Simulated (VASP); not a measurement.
# GaS2 (P6/mmm) in VASP: notebook

The runs below take GaS2 through single point, relaxation of cell and atoms, with PBE.

All numbers are computed with VASP 6.6.1; they aren't measurements. Logs are shortened: lines on timing, memory, paths and dates and some standing lists are left out, and cuts for length are marked.

## (1) The cell of the first run

It takes space group P6/mmm (No. 191, hexagonal). Conventional cell: a = 4.332 Å, b = 4.332 Å, c = 3.634 Å, α = 90.00°, β = 90.00°, γ = 120.00°. Within 4.1 Å of Ga (site symmetry 6/mmm) lie 12 S at 3.09 Å and 2 Ga at 3.63 Å. Within 3.3 Å of S (site symmetry -6m2) lie 3 S at 2.50 Å and 6 Ga at 3.09 Å.

## (2) Single point, PBE

INCAR reads:

```
PREC = Accurate
ENCUT = 520
EDIFF = 1E-7
ISMEAR = 0
SIGMA = 0.1
LREAL = False
LASPH = True
NELM = 60
ALGO = Normal
ISIF = 2
LWAVE = False
LCHARG = False
GGA = PE
NBANDS = 20
```

KPOINTS reads:

```
regular mesh
0
Gamma
  6 6 6
```

POSCAR reads:

```
GaS2
1.0
    4.3315836350      0.0000000000      0.0000000000
   -2.1657918175      3.7512614665      0.0000000000
    0.0000000000      0.0000000000      3.6341749053
Ga S
1 2
Direct
    0.0000000000      0.0000000000      0.0000000000
    0.3333333333      0.6666666667      0.5000000000
    0.6666666667      0.3333333333      0.5000000000
```

Potentials or basis: VASP PAW PBE potentials, release 64 (Ga_d, S).

Started as:

```bash
$ cat potpaw_PBE.64/Ga_d/POTCAR potpaw_PBE.64/S/POTCAR > POTCAR
$ mpirun -np 1 vasp_std > vasp.out
```

OUTCAR:

```text
PREC = Accurate
   ENCUT = 520
   EDIFF = 1E-7
   ISMEAR = 0
   LREAL = False
   LASPH = True
   NELM = 60
   ISIF = 2
   GGA = PE

 ion  position               nearest neighbor table
   1  0.000  0.000  0.000-
   2  0.333  0.667  0.500-   3 2.50   3 2.50   3 2.50
   3  0.667  0.333  0.500-   2 2.50   2 2.50   2 2.50

  LATTYP: Found a hexagonal cell.
 ALAT       =     4.3315836350
 C/A-ratio  =     0.8389945137

  Lattice vectors:

 A1 = (   4.3315836350,   0.0000000000,   0.0000000000)
 A2 = (  -2.1657918175,   3.7512614665,   0.0000000000)
 A3 = (   0.0000000000,   0.0000000000,   3.6341749053)

Analysis of symmetry for initial positions (statically):
=====================================================================
 Subroutine PRICEL returns:
 Original cell was already a primitive cell.

 Routine SETGRP: Setting up the symmetry group for a
 hexagonal supercell.

 Subroutine GETGRP returns: Found 24 space group operations
 (whereof 24 operations were pure point group operations)
 out of a pool of 24 trial point group operations.

The static configuration has the point symmetry D_6h.

Analysis of symmetry for dynamics (positions and initial velocities):
=====================================================================
 Subroutine PRICEL returns:
 Original cell was already a primitive cell.

 Routine SETGRP: Setting up the symmetry group for a
 hexagonal supercell.

 Subroutine GETGRP returns: Found 24 space group operations
 (whereof 24 operations were pure point group operations)
 out of a pool of 24 trial point group operations.

The dynamic configuration has the point symmetry D_6h.

 Subroutine INISYM returns: Found 24 space group operations
 (whereof 24 operations are pure point group operations),
 and found     1 'primitive' translations

----------------------------------------------------------------------------------------

                                     Primitive cell

  volume of cell :      59.0514

  direct lattice vectors                    reciprocal lattice vectors
     4.331583635  0.000000000  0.000000000     0.230862448  0.133288496  0.000000000
    -2.165791818  3.751261466  0.000000000     0.000000000  0.266576993  0.000000000
     0.000000000  0.000000000  3.634174905     0.000000000  0.000000000  0.275165622

  length of vectors
     4.331583635  4.331583635  3.634174905     0.266576993  0.266576993  0.275165622

  position of ions in fractional coordinates (direct lattice)
     0.000000000  0.000000000  0.000000000
     0.333333333  0.666666667  0.500000000
     0.666666667  0.333333333  0.500000000

  ion indices of the primitive-cell ions
   primitive index   ion index
                 1           1
                 2           2
                 3           3

----------------------------------------------------------------------------------------

 KPOINTS: regular mesh

Automatic generation of k-mesh.
 Grid dimensions read from file:
 generate k-points for:    6    6    6

 Generating k-lattice:

  Cartesian coordinates                     Fractional coordinates (reciprocal lattice)
     0.038477075  0.022214749  0.000000000     0.166666667  0.000000000  0.000000000
     0.000000000  0.044429499  0.000000000     0.000000000  0.166666667  0.000000000
     0.000000000  0.000000000  0.045860937     0.000000000  0.000000000  0.166666667

  Length of vectors
     0.044429499  0.044429499  0.045860937

  Shift w.r.t. Gamma in fractional coordinates (k-lattice)
     0.000000000  0.000000000  0.000000000

 Subroutine IBZKPT returns following result:
 ===========================================

 Found     28 irreducible k-points:

 Following reciprocal coordinates:
            Coordinates               Weight
  0.000000  0.000000  0.000000      1.000000
  0.166667  0.000000  0.000000      6.000000
  0.333333  0.000000  0.000000      6.000000
  0.500000 -0.000000  0.000000      3.000000
  0.166667  0.166667  0.000000      6.000000
  0.333333  0.166667  0.000000     12.000000
[... 16 lines left out ...]
  0.166667  0.000000  0.500000      6.000000
  0.333333  0.000000  0.500000      6.000000
 [... further k-points ...]
   k-points           NKPTS =     28   k-points in BZ     NKDIM =     28   number of bands    NBANDS=     20
   number of dos      NEDOS =    301   number of ions     NIONS =      3
   total plane-waves  NPLWV =  28672
   dimension x,y,z NGX =    32 NGY =   32 NGZ =   28
   dimension x,y,z NGXF=    64 NGYF=   64 NGZF=   56
   ions per type =               1   2
   NGX,Y,Z   is equivalent  to a cutoff of  12.28, 12.28, 12.81 a.u.
   NGXF,Y,Z  is equivalent  to a cutoff of  24.56, 24.56, 25.62 a.u.
 SYSTEM =  unknown system
   PREC   = accura    normal or accurate (medium, high low for compatibility)
   ISTART =      0    job   : 0-new  1-cont  2-samecut
   ICHARG =      2    charge: 1-file 2-atom 10-const
   ISPIN  =      1    spin polarized calculation?
   LNONCOLLINEAR =      F non collinear calculations
   LSORBIT =      F    spin-orbit coupling
   LASPH  =      T    aspherical Exc in radial PAW
   ENCUT  =  520.0 eV  38.22 Ry    6.18 a.u.   8.05  8.05  6.76*2*pi/ulx,y,z
   NELM   =     60;   NELMIN=  2; NELMDL= -5     # of ELM steps
   EDIFF  = 0.1E-06   stopping-criterion for ELM
   LREAL  =      F    real-space projection
   EDIFFG = 0.1E-05   stopping-criterion for IOM
   NSW    =      0    number of steps for IOM
   IBRION =     -1    ionic relax: 0-MD 1-quasi-New 2-CG
   NFREE  =      0    steps in history (QN), initial steepest desc. (CG)
   ISIF   =      2    stress and relaxation
   ISYM   =      2    0-nonsym 1-usesym 2-fastsym
   POTIM  = 0.5000    time-step for ionic-motion
   TEBEG  =    0.0;   TEEND  =   0.0 temperature during run
   PSTRESS=    0.0 pullay stress
   NELECT =      25.0000    total number of electrons
   NUPDOWN=      -1.0000    fix difference up-down
   EMIN   =  10.00;   EMAX   =-10.00  energy-range for DOS
   EFERMI =   0.00;   METHOD = LEGACY
   ISMEAR =     0;   SIGMA  =   0.10  broadening in eV -4-tet -1-fermi 0-gaus
   EFERMI_NEDOS =   21; number of points for ismear=-14 and -15
   IALGO  =     38    algorithm
   IMIX   =      4    mixing-type and parameters
     AMIX     =   0.40;   BMIX     =  1.00
     AMIX_MAG =   1.60;   BMIX_MAG =  1.00
  volume/ion in A,a.u.               =      19.68       132.83
  Fermi-wavevector in a.u.,A,eV,Ry     =   1.229263  2.322971 20.559600  1.511088
  Thomas-Fermi vector in A             =   2.364157
   LORBIT       =      0    0 simple, 1 ext, 2 COOP (PROOUT), +10 PAW based schemes
   GGA     = PE    functional components
   LHFCALC =     F    Hartree Fock is set to
   AEXX    =    0.0000 exact exchange contribution
   IVDW    =     0    specifies the selected vdW correction
   LEPSILON=     F    determine dielectric tensor
   LRPA    =     F    only Hartree local field effects (RPA)
 non-spin polarized calculation
 Gauss-broadening in eV      SIGMA  =   0.10
  energy-cutoff  :      520.00
  volume of cell :       59.05
 maximum number of plane-waves:      1609
   NGX = 17   NGY = 17   NGZ = 13

 number of electron      24.9999987 magnetization

 Free energy of the ion-electron system (eV)
  ---------------------------------------------------
  ext. energy  EPLUGINS =         0.00000000
  ---------------------------------------------------
  free energy    TOTEN  =        -9.85982839 eV

  energy without entropy =       -9.85198097  energy(sigma->0) =       -9.85590468

 E-fermi :   5.0384     XC(G=0): -10.2077

 val. band max:        5.0300006485   @ k =   0.1667   0.1667   0.0000
 cond. band min:       5.0491734470   @ k =   0.1667   0.0000   0.1667
 fundamental gap:      0.0191727985
 Fermi energy:         5.0383727386

 k-point     1 :       0.0000    0.0000    0.0000
  band No.  band energies     occupation
      1     -10.2556      2.00000
      2      -9.4360      2.00000
      3      -9.4275      2.00000
      4      -9.4275      2.00000
      5      -9.4078      2.00000
      6      -9.4078      2.00000
[... 12 lines left out ...]
     19      15.1253      0.00000
     20      15.1253      0.00000

 k-point     2 :       0.1667    0.0000    0.0000
  band No.  band energies     occupation
      1     -10.0422      2.00000
      2      -9.4354      2.00000
      3      -9.4307      2.00000
      4      -9.4241      2.00000
      5      -9.4097      2.00000
      6      -9.4081      2.00000
[... 12 lines left out ...]
     19      14.5762      0.00000
     20      15.0055      0.00000

 k-point     3 :       0.3333    0.0000    0.0000
  band No.  band energies     occupation
      1      -9.5034      2.00000
      2      -9.4388      2.00000
      3      -9.4173      2.00000
      4      -9.4134      2.00000
      5      -9.4088      2.00000
      6      -9.3780      2.00000
[... 12 lines left out ...]
     19      13.6720      0.00000
     20      13.9323      0.00000

 k-point     4 :       0.5000   -0.0000    0.0000
  band No.  band energies     occupation
      1      -9.4584      2.00000
      2      -9.4348      2.00000
      3      -9.4152      2.00000
      4      -9.4139      2.00000
      5      -9.4092      2.00000
      6      -8.8823      2.00000
[... 12 lines left out ...]
     19      13.6977      0.00000
     20      14.6371      0.00000

 k-point     5 :       0.1667    0.1667    0.0000
  band No.  band energies     occupation
      1      -9.6463      2.00000
      2      -9.4393      2.00000
      3      -9.4337      2.00000
      4      -9.4121      2.00000
      5      -9.4090      2.00000
      6      -9.4022      2.00000
[... 12 lines left out ...]
     19      14.4508      0.00000
     20      14.7253      0.00000

 k-point     6 :       0.3333    0.1667    0.0000
  band No.  band energies     occupation
      1      -9.4533      2.00000
      2      -9.4360      2.00000
      3      -9.4309      2.00000
      4      -9.4142      2.00000
      5      -9.4102      2.00000
      6      -8.8988      2.00000
[... 12 lines left out ...]
     19      13.6986      0.00000
     20      14.6287      0.00000

 k-point     7 :       0.3333    0.3333    0.0000
  band No.  band energies     occupation
      1      -9.4450      2.00000
      2      -9.4450      2.00000
      3      -9.4340      2.00000
      4      -9.4127      2.00000
      5      -9.4127      2.00000
      6      -8.1514      2.00000
[... 12 lines left out ...]
     19      15.0580      0.00000
     20      15.0580      0.00000
[... 277 lines left out ...]
 k-point    20 :       0.3333    0.1667    0.3333
  band No.  band energies     occupation
      1      -9.5359      2.00000
      2      -9.4456      2.00000
      3      -9.4248      2.00000
      4      -9.4147      2.00000
      5      -9.3979      2.00000
      6      -8.4962      2.00000
[... 12 lines left out ...]
     19      15.1134      0.00000
     20      15.7876      0.00000

 k-point    21 :       0.3333    0.3333    0.3333
  band No.  band energies     occupation
      1      -9.4829      2.00000
      2      -9.4829      2.00000
      3      -9.4192      2.00000
      4      -9.4192      2.00000
      5      -9.3974      2.00000
      6      -7.8319      2.00000
[... 12 lines left out ...]
     19      16.4040      0.00000
     20      16.4078      0.00000

 k-point    22 :       0.0000    0.0000    0.5000
  band No.  band energies     occupation
      1      -9.7619      2.00000
      2      -9.4304      2.00000
      3      -9.4304      2.00000
      4      -9.4210      2.00000
      5      -9.4210      2.00000
      6      -9.3931      2.00000
[... 12 lines left out ...]
     19      11.1962      0.00000
     20      17.8581      0.00000

 k-point    23 :       0.1667    0.0000    0.5000
  band No.  band energies     occupation
      1      -9.6792      2.00000
      2      -9.4318      2.00000
      3      -9.4220      2.00000
      4      -9.4185      2.00000
      5      -9.3913      2.00000
      6      -9.3071      2.00000
[... 12 lines left out ...]
     19      12.9101      0.00000
     20      15.9077      0.00000

 k-point    24 :       0.3333    0.0000    0.5000
  band No.  band energies     occupation
      1      -9.5999      2.00000
      2      -9.4347      2.00000
      3      -9.4242      2.00000
      4      -9.4136      2.00000
      5      -9.3875      2.00000
      6      -8.8177      2.00000
[... 12 lines left out ...]
     19      14.7487      0.00000
     20      14.9061      0.00000

 [... further k-points ...]

------------------------ aborting loop because EDIFF is reached ----------------------------------------

  FORCE on cell =-STRESS in cart. coord.  units (eV):
  Direction    XX          YY          ZZ          XY          YZ          ZX
  --------------------------------------------------------------------------------------
  -------------------------------------------------------------------------------------
  Total       -0.1011511     -0.1011511     -0.1030108      0.0000000     -0.0000000      0.0000000
  in kB       -2.7444237     -2.7444237     -2.7948809      0.0000000     -0.0000000      0.0000000
  external PRESSURE =      -2.7612427 kB  Pullay stress =       0.0000000 kB

 VOLUME and BASIS-vectors are now :
 -----------------------------------------------------------------------------
  energy-cutoff  :      520.00
  volume of cell :       59.05
      direct lattice vectors                 reciprocal lattice vectors
     4.331583635  0.000000000  0.000000000     0.230862448  0.133288496  0.000000000
    -2.165791818  3.751261466  0.000000000     0.000000000  0.266576993  0.000000000
     0.000000000  0.000000000  3.634174905     0.000000000  0.000000000  0.275165622

 POSITION                                       TOTAL-FORCE (eV/Angst)
 -----------------------------------------------------------------------------------
      0.00000      0.00000      0.00000        -0.000000      0.000000      0.000000
     -0.00000      2.50084      1.81709         0.000000     -0.000000      0.000000
      2.16579      1.25042      1.81709         0.000000      0.000000     -0.000000
 -----------------------------------------------------------------------------------
    total drift:                                0.000000     -0.000000      0.000000

  FREE ENERGIE OF THE ION-ELECTRON SYSTEM (eV)
  ---------------------------------------------------
  free  energy   TOTEN  =        -9.8598283876 eV

  energy  without entropy=       -9.8519809689  energy(sigma->0) =       -9.85590468
```

It took 11 s on 1 thread of Intel Xeon 6975P-C (Granite Rapids), shared host; peak memory 0.18 GiB.

Results:

- Free energy: -9.8598 eV
- Pressure: -0.3 GPa

Levels at points of the mesh, in eV from the Fermi level:
```tsv
k point	band 10	band 11	band 12	band 13	band 14	band 15	band 16	band 17
(0.00, 0.00, 0.00)	-3.77	-3.15	-1.61	-1.61	0.82	4.57	6.84	6.84
(0.50, 0.00, 0.00)	-1.84	-0.85	-0.37	0.69	1.99	2.75	4.47	4.96
(0.00, 0.00, 0.50)	-4.60	-0.73	-0.50	-0.50	0.42	1.82	3.69	3.69
(0.50, 0.00, 0.50)	-4.75	-4.16	-1.35	1.08	2.02	2.21	3.31	6.33
```

## (3) Relaxation of cell and atoms, PBE

This run uses another cell than the first one, of 18.65 Å³/atom, 0.947 times its volume.

INCAR reads:

```
  ALGO = Normal
  EDIFF = 1E-7
  EDIFFG = -0.04
  ENCUT = 600
  GGA = PE
  IBRION = 2
  ISIF = 3
  ISMEAR = 0
  LASPH = True
  LCHARG = False
  LREAL = False
  LWAVE = False
  NELM = 80
  NSW = 90
  PREC = Accurate
  SIGMA = 0.1
```

KPOINTS reads:

```
k-points
0
Gamma
  6 6 4
```

POSCAR reads:

```
GaS2
1.0
    3.9111218562      0.0000000000      0.0000000000
   -1.9555609281      3.3871308848      0.0000000000
    0.0000000000      0.0000000000      4.2229721039
Ga S
1 2
Direct
    0.0000000000      0.0000000000      0.0000000000
    0.3333333333      0.6666666667      0.5000000000
    0.6666666667      0.3333333333      0.5000000000
```

Potentials or basis: VASP PAW PBE potentials, release 64 (Ga_d, S).

Started as:

```bash
$ cat potpaw_PBE.64/Ga_d/POTCAR potpaw_PBE.64/S/POTCAR > POTCAR
$ mpirun -np 1 vasp_std > vasp.out
```

It took 42 s on 1 thread of Intel Xeon 6975P-C (Granite Rapids), shared host; peak memory 0.2 GiB.

The run converged. Its results:

```yaml
Free_energy: -9.8714 eV
Relaxed_volume: 19.63 Å³/atom
Relaxed_cell: a = 4.331 Å, b = 4.331 Å, c = 3.624 Å, α = 90.00°, β = 90.00°, γ = 120.00°
Space_group_after_relaxing_to_0.05_Å: P6/mmm (No. 191)
Energy_gained_by_relaxing: 174.6 meV/atom
Ionic_steps: 7
Pressure_after_relaxing: 0.1 GPa
```

Stress tensor (GPa, compression positive):
```
 0.09  0.00  0.00
 0.00  0.09  0.00
 0.00  0.00 -0.03
```

Step by step:
| step | energy change (eV) | largest force (eV/Å) | pressure (GPa) | volume (Å³) |
| --- | --- | --- | --- | --- |
| 1 | 0.0000 | 0.0000 | 10.44 | 55.94 |
| 2 | -0.3708 | 0.0000 | -0.71 | 66.25 |
| 3 | -0.3708 | 0.0000 | -0.75 | 66.25 |
| 4 | -0.3872 | 0.0000 | -0.64 | 65.51 |
| 5 | -0.4470 | 0.0000 | -0.37 | 63.23 |
| 6 | -0.5231 | 0.0000 | 0.18 | 58.43 |
| 7 | -0.5237 | 0.0000 | 0.05 | 58.88 |

Final structure:
```cif
data_structure
_symmetry_space_group_name_H-M 'P 1'
_symmetry_Int_Tables_number 1
_cell_length_a 4.3313
_cell_length_b 4.3313
_cell_length_c 3.6242
_cell_angle_alpha 90.000
_cell_angle_beta 90.000
_cell_angle_gamma 120.000
_cell_volume 58.88
loop_
_atom_site_label
_atom_site_type_symbol
_atom_site_fract_x
_atom_site_fract_y
_atom_site_fract_z
_atom_site_occupancy
Ga1 Ga 0.00000 0.00000 0.00000 1
S1 S 0.33333 0.66667 0.50000 1
S2 S 0.66667 0.33333 0.50000 1
```

Levels at points of the mesh, in eV from the Fermi level:
```csv
k point,band 9,band 10,band 11,band 12,band 13,band 14,band 15,band 16
"(0.00, 0.00, 0.00)",-4.90,-3.79,-3.13,-1.64,-1.64,0.84,4.55,6.84
"(0.50, 0.00, 0.00)",-5.98,-1.82,-0.84,-0.37,0.68,1.97,2.76,4.45
"(0.00, 0.00, 0.50)",-4.62,-4.62,-0.74,-0.51,-0.51,0.42,1.78,3.67
"(0.50, 0.00, 0.50)",-4.80,-4.77,-4.18,-1.36,1.07,2.00,2.20,3.28
```

Caveat: the k points lie up to 0.43 Å⁻¹ apart in the final cell.
